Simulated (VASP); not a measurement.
# ReBrF (P4/nmm) in VASP: single point with PBEsol

Aim: the single point of ReBrF with PBEsol.

Program: VASP 6.6.1. These are calculated values, not measurements. Logs are shortened: lines on timing, memory, paths and dates and some standing lists are left out, and cuts for length are marked.

**1. The cell of the first run**

The structure is tetragonal, space group P4/nmm (No. 129). The conventional cell has a = 3.675 Å, b = 3.675 Å, c = 7.632 Å, α = 90.00°, β = 90.00°, γ = 90.00°. Within 2.9 Å of Re (site symmetry 4mm) lie 4 F at 2.22 Å. Br (site symmetry 4mm) has 4 Re at 2.92 Å and 4 F at 3.16 Å and 8 Br at 3.60 to 3.67 Å within 3.8 Å. F (site symmetry -4m2) has 4 Re at 2.22 Å and 4 F at 2.60 Å within 2.9 Å.

**2. Single point, PBEsol, non-collinear spin, typed start, spin-orbit coupling**

File INCAR:

```
PREC = Accurate ; ENCUT = 520
EDIFF = 1E-6 ; ISMEAR = -1
SIGMA = 0.1 ; LREAL = False
LASPH = True ; NELM = 150
ALGO = Normal ; ISIF = 2
LWAVE = False ; LCHARG = False
MAGMOM = 0 0 2 0 0 -2 0 0 0 0 0 0 0 0 0 0 0 0 ; LORBIT = 11
LSORBIT = True ; GGA_COMPAT = False
LORBMOM = True ; LMAXMIX = 4
GGA = PS ; NBANDS = 58
```

File KPOINTS:

```
regular mesh
0
Gamma
  5 5 3
```

File POSCAR:

```
ReBrF
1.0
    3.6747674700      0.0000000000      0.0000000000
    0.0000000000      3.6747674700      0.0000000000
    0.0000000000      0.0000000000      7.6315551900
Re Br F
2 2 2
Direct
    0.2500000000      0.2500000000      0.1639200000
    0.7500000000      0.7500000000      0.8360800000
    0.2500000000      0.2500000000      0.6629700000
    0.7500000000      0.7500000000      0.3370300000
    0.7500000000      0.2500000000      0.0000000000
    0.2500000000      0.7500000000      0.0000000000
```

Potentials or basis: VASP PAW PBE potentials, release 64 (Re, Br, F).

The run is started by

```console
cat potpaw_PBE.64/Re/POTCAR potpaw_PBE.64/Br/POTCAR potpaw_PBE.64/F/POTCAR > POTCAR
mpirun -np 1 vasp_ncl > vasp.out
```

OUTCAR:

```text
PREC = Accurate
   ENCUT = 520
   EDIFF = 1E-6
   ISMEAR = -1
   LREAL = False
   LASPH = True
   NELM = 150
   ISIF = 2
   LORBIT = 11
   LSORBIT = True
   GGA = PS

 ion  position               nearest neighbor table
   1  0.250  0.250  0.164-   5 2.22   6 2.22   6 2.22   5 2.22   4 2.92   4 2.92   4 2.92   4 2.92

   2  0.750  0.750  0.836-   5 2.22   6 2.22   5 2.22   6 2.22   3 2.92   3 2.92   3 2.92   3 2.92

   3  0.250  0.250  0.663-   2 2.92   2 2.92   2 2.92   2 2.92
   4  0.750  0.750  0.337-   1 2.92   1 2.92   1 2.92   1 2.92
   5  0.750  0.250  0.000-   1 2.22   2 2.22   2 2.22   1 2.22
   6  0.250  0.750  0.000-   1 2.22   2 2.22   1 2.22   2 2.22

  LATTYP: Found a simple tetragonal cell.
 ALAT       =     3.6747674700
 C/A-ratio  =     2.0767450600

  Lattice vectors:

 A1 = (   3.6747674700,   0.0000000000,   0.0000000000)
 A2 = (   0.0000000000,   3.6747674700,   0.0000000000)
 A3 = (   0.0000000000,   0.0000000000,   7.6315551900)

Analysis of symmetry for initial positions (statically):
=====================================================================
 Subroutine PRICEL returns:
 Original cell was already a primitive cell.

 Routine SETGRP: Setting up the symmetry group for a
 simple tetragonal supercell.

 Subroutine GETGRP returns: Found 16 space group operations
 (whereof  4 operations were pure point group operations)
 out of a pool of 16 trial point group operations.

The static configuration has the point symmetry C_2h.
 The point group associated with its full space group is D_4h.

Analysis of symmetry for dynamics (positions and initial velocities):
=====================================================================
 Subroutine PRICEL returns:
 Original cell was already a primitive cell.

 Routine SETGRP: Setting up the symmetry group for a
 simple tetragonal supercell.

 Subroutine GETGRP returns: Found 16 space group operations
 (whereof  4 operations were pure point group operations)
 out of a pool of 16 trial point group operations.

The dynamic configuration has the point symmetry C_2h.
 The point group associated with its full space group is D_4h.

Analysis of structural, dynamic, and magnetic symmetry:
=====================================================================
 Subroutine PRICEL returns:
 Original cell was already a primitive cell.

 Routine SETGRP: Setting up the symmetry group for a
 simple tetragonal supercell.

 Subroutine GETGRP returns: Found  8 space group operations
 (whereof  2 operations were pure point group operations)
 out of a pool of 16 trial point group operations.

The overall configuration has the point symmetry C_2 .
 The point group associated with its full space group is D_4 .

 Subroutine INISYM returns: Found  8 space group operations
 (whereof  2 operations are pure point group operations),
 and found     1 'primitive' translations

----------------------------------------------------------------------------------------

                                     Primitive cell

  volume of cell :     103.0559

  direct lattice vectors                    reciprocal lattice vectors
     3.674767470  0.000000000  0.000000000     0.272126062  0.000000000  0.000000000
     0.000000000  3.674767470  0.000000000     0.000000000  0.272126062  0.000000000
     0.000000000  0.000000000  7.631555190     0.000000000  0.000000000  0.131034891

  length of vectors
     3.674767470  3.674767470  7.631555190     0.272126062  0.272126062  0.131034891

  position of ions in fractional coordinates (direct lattice)
     0.250000000  0.250000000  0.163920000
     0.750000000  0.750000000  0.836080000
     0.250000000  0.250000000  0.662970000
     0.750000000  0.750000000  0.337030000
     0.750000000  0.250000000  0.000000000
     0.250000000  0.750000000  0.000000000

  ion indices of the primitive-cell ions
   primitive index   ion index
                 1           1
                 2           2
                 3           3
                 4           4
                 5           5
                 6           6

----------------------------------------------------------------------------------------

 KPOINTS: regular mesh

Automatic generation of k-mesh.
 Grid dimensions read from file:
 generate k-points for:    5    5    3

 Generating k-lattice:

[... 72 lines left out ...]
  Thomas-Fermi vector in A             =   2.349204
   LORBIT       =     11    0 simple, 1 ext, 2 COOP (PROOUT), +10 PAW based schemes
   GGA     = PS    functional components
   LHFCALC =     F    Hartree Fock is set to
   AEXX    =    0.0000 exact exchange contribution
   IVDW    =     0    specifies the selected vdW correction
   LEPSILON=     F    determine dielectric tensor
   LRPA    =     F    only Hartree local field effects (RPA)
  energy-cutoff  :      520.00
  volume of cell :      103.06
 maximum number of plane-waves:      5608
   NGX = 13   NGY = 13   NGZ = 29

 number of electron      41.9999999 magnetization       0.0000000      0.0000000      0.0000000

 number of electron      41.9999999 magnetization       0.0000000     -0.0000000     -0.0000000

 number of electron      41.9999999 magnetization       0.0000000     -0.0000000      0.0000000

 Free energy of the ion-electron system (eV)
  ---------------------------------------------------
  ext. energy  EPLUGINS =         0.00000000
  ---------------------------------------------------
  free energy    TOTEN  =       -31.03108658 eV

  energy without entropy =      -30.85138285  energy(sigma->0) =      -30.94123472

 E-fermi :   5.3471     XC(G=0): -10.9100

 val. band max:        5.2579617397   @ k =   0.2000   0.2000   0.3333
 cond. band min:       5.3858542974   @ k =   0.0000   0.0000   0.0000
 fundamental gap:      0.1278925576
 Fermi energy:         5.3470864019

 k-point     1 :       0.0000    0.0000    0.0000
  band No.  band energies     occupation
      1     -21.8659      1.00000
      2     -21.8659      1.00000
      3     -21.0807      1.00000
      4     -21.0807      1.00000
      5     -11.6311      1.00000
      6     -11.6311      1.00000
[... 730 lines left out ...]
     53       7.2923      0.00000
     54       7.2923      0.00000
 [bands above 54 left out]

------------------------ aborting loop because EDIFF is reached ----------------------------------------

  FORCE on cell =-STRESS in cart. coord.  units (eV):
  Direction    XX          YY          ZZ          XY          YZ          ZX
  --------------------------------------------------------------------------------------
  -------------------------------------------------------------------------------------
  Total        2.2586424      2.2586424      5.6754635     -0.0000000      0.0000000      0.0000000
  in kB       35.1144026     35.1144026     88.2346449     -0.0000000      0.0000000      0.0000000
  external PRESSURE =      52.8211500 kB  Pullay stress =       0.0000000 kB

 VOLUME and BASIS-vectors are now :
 -----------------------------------------------------------------------------
  energy-cutoff  :      520.00
  volume of cell :      103.06
      direct lattice vectors                 reciprocal lattice vectors
     3.674767470  0.000000000  0.000000000     0.272126062  0.000000000  0.000000000
     0.000000000  3.674767470  0.000000000     0.000000000  0.272126062  0.000000000
     0.000000000  0.000000000  7.631555190     0.000000000  0.000000000  0.131034891

 POSITION                                       TOTAL-FORCE (eV/Angst)
 -----------------------------------------------------------------------------------
      0.91869      0.91869      1.25096        -0.000000     -0.000000      3.123597
      2.75608      2.75608      6.38059        -0.000000     -0.000000     -3.123597
      0.91869      0.91869      5.05949        -0.000000     -0.000000      0.660573
      2.75608      2.75608      2.57206        -0.000000      0.000000     -0.660573
      2.75608      0.91869      0.00000        -0.000000     -0.000000      0.000000
      0.91869      2.75608      0.00000         0.000000     -0.000000     -0.000000
 -----------------------------------------------------------------------------------
    total drift:                                0.000000      0.000000     -0.000000

  FREE ENERGIE OF THE ION-ELECTRON SYSTEM (eV)
  ---------------------------------------------------
  free  energy   TOTEN  =       -31.0310865825 eV

  energy  without entropy=      -30.8513828495  energy(sigma->0) =      -30.94123472

 orbital moment (x)

 # of ion     p       d       tot
 ----------------------------------------
  1         0.000   0.000   0.000
  2        -0.000   0.000   0.000
  3        -0.000   0.000  -0.000
  4        -0.000   0.000  -0.000
  5        -0.000   0.000  -0.000
  6         0.000   0.000   0.000
 ----------------------------------------
           -0.000   0.000   0.000

 orbital moment (y)

 # of ion     p       d       tot
 ----------------------------------------
  1         0.000  -0.000  -0.000
  2        -0.000   0.000   0.000
  3        -0.000   0.000  -0.000
  4        -0.000   0.000  -0.000
  5         0.000   0.000   0.000
  6         0.000   0.000   0.000
 ----------------------------------------
           -0.000   0.000   0.000

 orbital moment (z)

 # of ion     p       d       tot
 ----------------------------------------
  1        -0.002   0.163   0.162
  2         0.002  -0.163  -0.162
  3        -0.003   0.005   0.001
  4         0.003  -0.005  -0.001
  5         0.000   0.000   0.000
  6         0.000   0.000   0.000
 ----------------------------------------
           -0.000  -0.000  -0.000

 Spin-Orbit-Coupling matrix elements

 Ion:    1  E_soc:     -0.8868221
 l=   1
     0.0000000    -0.0129939    -0.0137336
    -0.0129939     0.0000000    -0.0129939
    -0.0137336    -0.0129939     0.0000000
 l=   2
     0.0000000    -0.0327915     0.0000000    -0.0327915    -0.0649749
    -0.0327915     0.0000000    -0.1001198    -0.0112206    -0.0308358
     0.0000000    -0.1001198     0.0000000    -0.1001198     0.0000000
    -0.0327915    -0.0112206    -0.1001198     0.0000000    -0.0308358
    -0.0649749    -0.0308358     0.0000000    -0.0308358     0.0000000
 l=   3
     0.0000000     0.0000000     0.0000000     0.0000000     0.0000000     0.0000000     0.0000000
     0.0000000     0.0000000     0.0000000     0.0000000     0.0000000     0.0000000     0.0000000
     0.0000000     0.0000000     0.0000000     0.0000000     0.0000000     0.0000000     0.0000000
     0.0000000     0.0000000     0.0000000     0.0000000     0.0000000     0.0000000     0.0000000
[... 89 lines left out ...]
 l=   2
     0.0000000     0.0000000     0.0000000     0.0000000     0.0000000
     0.0000000     0.0000000     0.0000000     0.0000000     0.0000000
     0.0000000     0.0000000     0.0000000     0.0000000     0.0000000
     0.0000000     0.0000000     0.0000000     0.0000000     0.0000000
     0.0000000     0.0000000     0.0000000     0.0000000     0.0000000
 l=   3
     0.0000000     0.0000000     0.0000000     0.0000000     0.0000000     0.0000000     0.0000000
     0.0000000     0.0000000     0.0000000     0.0000000     0.0000000     0.0000000     0.0000000
     0.0000000     0.0000000     0.0000000     0.0000000     0.0000000     0.0000000     0.0000000
     0.0000000     0.0000000     0.0000000     0.0000000     0.0000000     0.0000000     0.0000000
     0.0000000     0.0000000     0.0000000     0.0000000     0.0000000     0.0000000     0.0000000
     0.0000000     0.0000000     0.0000000     0.0000000     0.0000000     0.0000000     0.0000000
     0.0000000     0.0000000     0.0000000     0.0000000     0.0000000     0.0000000     0.0000000

 total charge

# of ion       s       p       d       tot
------------------------------------------
    1        0.313   0.268   4.741   5.322
    2        0.313   0.268   4.741   5.322
    3        1.621   3.115   0.043   4.779
    4        1.621   3.115   0.043   4.779
    5        1.761   4.311   0.000   6.072
    6        1.761   4.311   0.000   6.072
--------------------------------------------------
tot          7.390  15.389   9.567  32.347

 magnetization (x)

# of ion       s       p       d       tot
------------------------------------------
    1        0.000   0.000   0.000   0.000
    2        0.000   0.000   0.000   0.000
    3        0.000   0.000   0.000   0.000
    4        0.000   0.000   0.000   0.000
    5        0.000   0.000   0.000   0.000
    6       -0.000   0.000   0.000  -0.000
--------------------------------------------------
tot         -0.000   0.000   0.000  -0.000

 magnetization (y)

# of ion       s       p       d       tot
------------------------------------------
    1       -0.000   0.000   0.000  -0.000
    2        0.000   0.000   0.000   0.000
    3        0.000   0.000   0.000   0.000
    4       -0.000   0.000  -0.000  -0.000
    5        0.000   0.000   0.000   0.000
    6        0.000   0.000   0.000   0.000
--------------------------------------------------
tot          0.000   0.000  -0.000   0.000

 magnetization (z)

# of ion       s       p       d       tot
------------------------------------------
    1        0.050   0.025   2.767   2.841
    2       -0.050  -0.025  -2.767  -2.841
    3       -0.014  -0.041  -0.016  -0.072
    4        0.014   0.041   0.016   0.072
    5        0.000   0.000   0.000   0.000
    6        0.000   0.000   0.000   0.000
--------------------------------------------------
tot          0.000   0.000   0.000   0.000
```

Wall time 11 min (1 thread of AMD EPYC 7R13, shared host); peak memory 0.44 GiB.

What came out:

```
Free energy                                           : -31.0311 eV
Pressure                                              : 5.3 GPa
Largest force                                         : 3.124 eV/Å
Net moment                                            : 0.00 μB per cell
Valence electrons inside the program's atomic spheres : Re 5.32; Br 4.78; F 6.07
```

Forces in eV/Å, atoms in the order of the input:
```
Re   0.000  0.000  3.124
Re   0.000  0.000 -3.124
Br   0.000  0.000  0.661
Br   0.000  0.000 -0.661
F    0.000  0.000  0.000
F    0.000  0.000  0.000
```

Stress tensor (GPa, compression positive):
```
3.51 0.00 0.00
0.00 3.51 0.00
0.00 0.00 8.82
```

Moments on the atoms (μB; x, y, z):
```
Re   0.00  0.00  2.84
Re   0.00  0.00 -2.84
Br   0.00  0.00 -0.07
Br   0.00  0.00  0.07
F    0.00  0.00  0.00
F    0.00  0.00  0.00
```

Caveat: the PAW data sets were made with another functional, which shifts forces and pressure a little.
